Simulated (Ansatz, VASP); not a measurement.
Li6P2Rh in VASP and in Ansatz

INCAR

```
SYSTEM = Li6P2Rh
ALGO     = Normal         ! electronic algorithm
EDIFF    = 1E-6           ! SCF threshold, eV
ENCUT    = 520            ! plane-wave cutoff, eV
GGA      = PE             ! functional
ISIF     = 2              ! what is computed and relaxed
ISMEAR   = -1             ! smearing method
LASPH    = .True.         ! aspherical terms in the spheres
LCHARG   = .False.        ! write CHGCAR
LDAU     = .True.         ! DFT+U
LDAUJ    = 0 0 0        
LDAUL    = -1 2 -1        ! shell
LDAUPRINT= 1            
LDAUTYPE = 2            
LDAUU    = 0 5 0          ! U, eV
LMAXMIX  = 4              ! l up to which the mixer works
LREAL    = .False.        ! projectors in reciprocal space
LWAVE    = .False.        ! write WAVECAR
NBANDS   = 32             ! bands
NELM     = 150            ! most SCF steps
PREC     = Accurate       ! precision mode
SIGMA    = 0.1            ! smearing width, eV
```

KPOINTS

```
k-points
0
Gamma
  3 3 6
  0 0 0
```

Contents of POSCAR:

```
Li6P2Rh
1.0
    3.2308870000      5.5960580000      0.0000000000
   -3.2308870000      5.5960580000      0.0000000000
    0.0000000000      0.0000000000      3.2132220000
Li Rh P
6 1 2
Direct
    0.2420000000      0.7580000000      0.0000000000
    0.7580000000      0.0000000000      0.0000000000
    0.0000000000      0.2420000000      0.0000000000
    0.6068000000      0.3932000000      0.5000000000
    0.3932000000      0.0000000000      0.5000000000
    0.0000000000      0.6068000000      0.5000000000
    0.0000000000      0.0000000000      0.5000000000
    0.3333000000      0.3334000000      0.0000000000
    0.6667000000      0.6666000000      0.0000000000
```

Input for Ansatz:

```yaml
crystal:
  lattice:
    - [3.230887, 5.596058, 0.0]
    - [-3.230887, 5.596058, 0.0]
    - [0.0, 0.0, 3.213222]
  atoms:
    - { symbol: Li, position: [0.242, 0.758, 0.0] }
    - { symbol: Li, position: [0.758, 0.0, 0.0] }
    - { symbol: Li, position: [0.0, 0.242, 0.0] }
    - { symbol: Li, position: [0.6068, 0.3932, 0.5] }
    - { symbol: Li, position: [0.3932, 0.0, 0.5] }
    - { symbol: Li, position: [0.0, 0.6068, 0.5] }
    - { symbol: Rh, position: [0.0, 0.0, 0.5] }
    - { symbol: P, position: [0.3333, 0.3334, 0.0] }
    - { symbol: P, position: [0.6667, 0.6666, 0.0] }
  symmetry: { tolerance: 0.0003 }
kpoints:
  mp_grid: { grid: [3, 3, 6], shift: [0, 0, 0] }
magnetization:
  spin_polarized: false
scf:
  occupations: { method: fermi_dirac }
  n_extra_bands: 4
hamiltonian:
  pseudopotentials: { kind: paw }
  xc: pbe
  hubbard: { sites: [{ species: Rh, l: d, u_eff: 5.0 }], double_counting: fll }
basis:
  ecutwfc: 420
output:
  forces: true
  stress: true
  eigenvalues: true
  write_density: true
  write_potential: true
  elf: true
  volumetric_format: npy
```

Alike in both runs: task single point; functional PBE; k mesh 3 × 3 × 6; no spin polarisation; Hubbard terms Rh d U = 5.0 eV.

```csv
,VASP,Ansatz
version,VASP 6.6.1,Ansatz 0.2.0
potentials or method,"VASP PAW PBE potentials, release 64 (Li_sv, Rh_pv, P), cutoff 520 eV",PAW plane waves
occupations,"fermi-dirac, width 0.1 eV",fermi-dirac
valence electrons in the cell,43,45
```

```csv
,VASP,Ansatz,Ansatz less VASP
gap on the k mesh at the Fermi level (eV),none,none,-
rms of the force components (eV/Å),0.457,0.446,-0.0110
```

The programs project onto different local orbitals, so the same U acts differently, and such runs can settle in different states. Atom by atom the forces differ by 0.021 eV/Å (rms over components). A gap of «none» marks a metal or a gap that the smearing closes. VASP's potentials hold 43 valence electrons a cell and Ansatz's 45, so a difference there can come from the potentials and not from the codes. Ansatz's warnings: filled band counts differ across k points, structure snapped to symmetry.

The k mesh is coarse, so the values compare programs but aren't converged. Noted on VASP's run: the cutoff is short for stress, so the pressure is rough.
